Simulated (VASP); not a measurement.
Input of a VASP 6.6.1 run:

The input POSCAR:

```
Nb
1.0
   -1.6511317439      1.6511317439      1.6511317439
    1.6511317439     -1.6511317439      1.6511317439
    1.6511317439      1.6511317439     -1.6511317439
Nb
1
Direct
    0.0000000000      0.0000000000      0.0000000000
```

The input INCAR.step1:

```
ALGO     = Normal         # electronic algorithm
EDIFF    = 1E-4           # SCF threshold, eV
ENCUT    = 520            # plane-wave cutoff, eV
GGA      = PE             # functional
ISMEAR   = -1             # smearing method
LASPH    = T              # aspherical terms in the spheres
LCHARG   = F              # write CHGCAR
LREAL    = F              # projectors in reciprocal space
LWAVE    = T              # write WAVECAR
NBANDS   = 12             # bands
NELM     = 100            # most SCF steps
PREC     = Accurate       # precision mode
SIGMA    = 1.0            # smearing width, eV
```

The input INCAR.step2:

```
ALGO     = Normal         # electronic algorithm
EDIFF    = 1E-6           # SCF threshold, eV
ENCUT    = 520            # plane-wave cutoff, eV
ISIF     = 2              # what is computed and relaxed
ISMEAR   = -1             # smearing method
ISTART   = 1            
LASPH    = T              # aspherical terms in the spheres
LCHARG   = F              # write CHGCAR
LMIXTAU  = T            
LREAL    = F              # projectors in reciprocal space
LWAVE    = F              # write WAVECAR
METAGGA  = R2SCAN         # meta-GGA
NBANDS   = 12             # bands
NELM     = 100            # most SCF steps
PREC     = Accurate       # precision mode
SIGMA    = 1.0            # smearing width, eV
```

KPOINTS

```
k-points
0
Gamma
  13 13 13
```

Potentials or basis: VASP PAW PBE potentials, release 64 (Nb_sv).

Run with:

```bash
$ cat potpaw_PBE.64/Nb_sv/POTCAR > POTCAR
$ cp INCAR.step1 INCAR
$ mpirun -np 1 vasp_std > vasp.out
$ cp INCAR.step2 INCAR
$ mpirun -np 1 vasp_std > vasp.out
```

(1) What does it give for the band gap on the k mesh?

(2) Predict the pressure.

Answers

(1) zero (an odd number of electrons rules out a gap without spin polarisation).

(2) 15.9 GPa.

Caveat: the cell stands under pressure; so wide a smearing shifts energies and pressures; the PAW data sets were made with another functional, which shifts forces and pressure a little.
